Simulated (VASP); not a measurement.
# Ta2C (P-3m1) in VASP: notebook, part 3 of 3

VASP 6.6.1.

**7. Single point, PBEsol (strain +0.025 along x and y, -0.050 along z)**

The input, INCAR:

```
PREC = Accurate ; ENCUT = 520
EDIFF = 1E-7 ; ISMEAR = 0
SIGMA = 0.15 ; LREAL = False
LASPH = True ; NELM = 100
ALGO = Normal ; ISIF = 2
LWAVE = False ; LCHARG = False
GGA = PS ; NBANDS = 20
```

The input, KPOINTS:

```
Automatic mesh
0
Gamma
  18 18 10
```

The input, POSCAR:

```
Ta2C
1.0
    3.1726832220      0.0000000000      0.0000000000
   -1.5863416110      2.7476242684      0.0000000000
    0.0000000000      0.0000000000      4.6750262656
Ta C
2 1
Direct
    0.3333333333      0.6666666667      0.2528761934
    0.6666666667      0.3333333333      0.7471238066
    0.0000000000      0.0000000000      0.0000000000
```

Potentials or basis: VASP PAW PBE potentials, release 64 (Ta_pv, C).

Run with:

```bash
> cat potpaw_PBE.64/Ta_pv/POTCAR potpaw_PBE.64/C/POTCAR > POTCAR
> mpirun -np 1 vasp_std > vasp.out
```

OUTCAR:

```text
PREC = Accurate
   ENCUT = 520
   EDIFF = 1E-7
   ISMEAR = 0
   LREAL = False
   LASPH = True
   NELM = 100
   ISIF = 2
   GGA = PS

 ion  position               nearest neighbor table
   1  0.333  0.667  0.253-   3 2.18   3 2.18   3 2.18   2 2.95   2 2.95   2 2.95   2 2.99   2 2.99
                             2 2.99
   2  0.667  0.333  0.747-   3 2.18   3 2.18   3 2.18   1 2.95   1 2.95   1 2.95   1 2.99   1 2.99
                             1 2.99
   3  0.000  0.000  0.000-   1 2.18   2 2.18   1 2.18   2 2.18   2 2.18   1 2.18

  LATTYP: Found a hexagonal cell.
 ALAT       =     3.1726832220
 C/A-ratio  =     1.4735244392

  Lattice vectors:

 A1 = (   3.1726832220,   0.0000000000,   0.0000000000)
 A2 = (  -1.5863416110,   2.7476242684,   0.0000000000)
 A3 = (   0.0000000000,   0.0000000000,   4.6750262656)

Analysis of symmetry for initial positions (statically):
=====================================================================
 Subroutine PRICEL returns:
 Original cell was already a primitive cell.

 Routine SETGRP: Setting up the symmetry group for a
 hexagonal supercell.

 Subroutine GETGRP returns: Found 12 space group operations
[... 166 lines left out ...]

 E-fermi :   6.3592     XC(G=0): -12.9490

 val. band max:        6.3524277391   @ k =   0.0000   0.1667   0.2000
 cond. band min:       6.3614719334   @ k =   0.0000   0.1111   0.2000
 fundamental gap:      0.0090441943
 Fermi energy:         6.3591692504

 k-point     1 :       0.0000    0.0000    0.0000
  band No.  band energies     occupation
      1     -28.2993      2.00000
      2     -27.6336      2.00000
      3     -27.6336      2.00000
      4     -27.4596      2.00000
      5     -27.4596      2.00000
      6     -27.2443      2.00000
[... 541 lines left out ...]
     19      11.9286      0.00000
     20      12.8550      0.00000

 [... further k-points ...]

------------------------ aborting loop because EDIFF is reached ----------------------------------------

  FORCE on cell =-STRESS in cart. coord.  units (eV):
  Direction    XX          YY          ZZ          XY          YZ          ZX
  --------------------------------------------------------------------------------------
  -------------------------------------------------------------------------------------
  Total       -1.7470773     -1.7470773      5.2222928      0.0000000     -0.0000000      0.0000000
  in kB      -68.6838443    -68.6838443    205.3069663      0.0000000     -0.0000000      0.0000000
  external PRESSURE =      22.6464259 kB  Pullay stress =       0.0000000 kB

 VOLUME and BASIS-vectors are now :
 -----------------------------------------------------------------------------
  energy-cutoff  :      520.00
  volume of cell :       40.75
      direct lattice vectors                 reciprocal lattice vectors
     3.172683222  0.000000000  0.000000000     0.315190623  0.181975391  0.000000000
    -1.586341611  2.747624268  0.000000000     0.000000000  0.363950782  0.000000000
     0.000000000  0.000000000  4.675026266     0.000000000  0.000000000  0.213902542

 POSITION                                       TOTAL-FORCE (eV/Angst)
 -----------------------------------------------------------------------------------
     -0.00000      1.83175      1.18220        -0.000000      0.000000      0.107886
      1.58634      0.91587      3.49282         0.000000     -0.000000     -0.107886
      0.00000      0.00000      0.00000         0.000000      0.000000     -0.000000
 -----------------------------------------------------------------------------------
    total drift:                                0.000000     -0.000000      0.000000

  FREE ENERGIE OF THE ION-ELECTRON SYSTEM (eV)
  ---------------------------------------------------
  free  energy   TOTEN  =       -36.5271069220 eV

  energy  without entropy=      -36.5174284350  energy(sigma->0) =      -36.52226768
```

OSZICAR:

```text
N       E                     dE             d eps       ncg     rms          rms(c)
DAV:   1     0.197691659294E+03    0.19769E+03   -0.14881E+04 13200   0.136E+03
DAV:   2    -0.321567193377E+02   -0.22985E+03   -0.22456E+03 14948   0.380E+02
DAV:   3    -0.403232702848E+02   -0.81666E+01   -0.80633E+01 16864   0.643E+01
DAV:   4    -0.404136463269E+02   -0.90376E-01   -0.90179E-01 15988   0.668E+00
DAV:   5    -0.404144089845E+02   -0.76266E-03   -0.76251E-03 16628   0.592E-01    0.286E+01
DAV:   6    -0.367671237454E+02    0.36473E+01   -0.16695E+01 16456   0.236E+01    0.122E+01
DAV:   7    -0.365765870016E+02    0.19054E+00   -0.12941E+00 14908   0.708E+00    0.590E+00
DAV:   8    -0.365318470793E+02    0.44740E-01   -0.17467E-01 15752   0.276E+00    0.513E-01
DAV:   9    -0.365274874334E+02    0.43596E-02   -0.22883E-02 16072   0.903E-01    0.191E-01
DAV:  10    -0.365271711614E+02    0.31627E-03   -0.32920E-03 16856   0.450E-01    0.564E-02
DAV:  11    -0.365271078370E+02    0.63324E-04   -0.40433E-04 15696   0.124E-01    0.265E-02
DAV:  12    -0.365271074981E+02    0.33889E-06   -0.25345E-05 15312   0.367E-02    0.662E-03
DAV:  13    -0.365271071844E+02    0.31378E-06   -0.37133E-06 15696   0.115E-02    0.414E-03
DAV:  14    -0.365271069288E+02    0.25557E-06   -0.10315E-06 15348   0.656E-03    0.707E-04
DAV:  15    -0.365271069220E+02    0.68312E-08   -0.42967E-08  8372   0.154E-03
   1 F= -.36527107E+02 E0= -.36522268E+02  d E =-.967849E-02
```

stdout:

```text
POSCAR found type information on POSCAR TaC
 POSCAR found :  2 types and       3 ions
 scaLAPACK will be used
 -----------------------------------------------------------------------------
|                                                                             |
|                                                                             |
|     You enforced a specific xc type in the INCAR file but a different       |
|     I HOPE YOU KNOW WHAT YOU ARE DOING!                                     |
|                                                                             |
 -----------------------------------------------------------------------------

 LDA part: xc-table for (Slater+PW92), standard interpolation
 POSCAR, INCAR and KPOINTS ok, starting setup
 FFT: planning ... GRIDC
 FFT: planning ... GRID_SOFT
 FFT: planning ... GRID
 WAVECAR not read
 entering main loop
```

Wall time 2.8 min (1 thread of Intel Xeon Platinum 8259CL at 2.50GHz (Skylake/Cascade Lake), shared host); peak memory 0.34 GiB.

What came out:

| Quantity | Value |
| --- | --- |
| Free energy | -36.5271 eV |
| Pressure | 2.3 GPa |
| Largest force | 0.108 eV/Å |
| Band gap on the k mesh | zero (bands 13 and 14 overlap by 1.17 eV) |

Forces in eV/Å, atoms in the order of the input:
```
Ta   0.000  0.000  0.108
Ta   0.000  0.000 -0.108
C    0.000  0.000  0.000
```

Stress tensor (GPa, compression positive):
```
-6.87  0.00  0.00
 0.00 -6.87  0.00
 0.00  0.00 20.53
```

Levels at points of the mesh, in eV from the Fermi level:
```tsv
k point	band 10	band 11	band 12	band 13	band 14	band 15	band 16	band 17
(0.00, 0.00, 0.00)	-3.80	-2.44	0.68	0.68	0.76	0.76	0.82	2.53
(0.50, 0.00, 0.00)	-3.79	-3.59	-1.83	-0.08	3.00	4.46	4.74	4.82
(0.00, 0.00, 0.50)	-4.13	-1.13	-0.99	-0.48	-0.48	3.26	3.26	3.92
(0.50, 0.00, 0.50)	-3.59	-2.13	-1.10	-0.87	1.43	2.21	3.92	4.55
```

Caveat: the cell differs from its parent crystal (strain +0.025 along x and y, -0.050 along z); the stress differs along the axes, from -7 to 21 GPa; the PAW data sets were made with another functional, which shifts forces and pressure a little; spin-orbit coupling is left out, which moves the levels of the heavy elements.

**8. Summary**

| cell | gap on the mesh (eV) | pressure (GPa) | largest force (eV/Å) |
| --- | --- | --- | --- |
| a = 3.095, b = 3.095, c = 4.675 Å, angles 90.0, 90.0, 120.0°, 3 atoms | none | 18.0 | 0.59 |
| a = 3.018, b = 3.018, c = 4.921 Å, angles 90.0, 90.0, 120.0°, 3 atoms | none | 16.9 | 0.48 |
| a = 3.018, b = 3.018, c = 5.044 Å, angles 90.0, 90.0, 120.0°, 3 atoms | none | 8.5 | 0.14 |
| a = 3.095, b = 3.095, c = 4.798 Å, angles 90.0, 90.0, 120.0°, 3 atoms | none | 8.6 | 0.33 |
| a = 3.018, b = 3.018, c = 5.167 Å, angles 90.0, 90.0, 120.0°, 3 atoms | none | 1.2 | 0.19 |
| a = 3.173, b = 3.173, c = 4.675 Å, angles 90.0, 90.0, 120.0°, 3 atoms | none | 2.3 | 0.11 |

Alike in all rows: task single point; level PBEsol; potentials or basis VASP PAW PBE potentials, release 64 (Ta_pv, C); no spin polarisation; k mesh 18 × 18 × 10; cutoff (eV) 520; smearing gaussian 0.15 eV.

Caveats: the PAW data sets were made with another functional, which shifts forces and pressure a little; spin-orbit coupling is left out, which moves the levels of the heavy elements; the stress differs along the axes, from 11 to 32 GPa (at least some runs); the stress differs along the axes, from 10 to 20 GPa (at least some runs); the stress differs along the axes, from -5 to 15 GPa (at least some runs); the stress differs along the axes, from 5 to 15 GPa (at least some runs); the stress differs along the axes, from -18 to 11 GPa (at least some runs).

Absolute energies hang on the potentials; compare differences alone.

The gap in the log of VASP goes by the Fermi energy; the results here count the filled bands.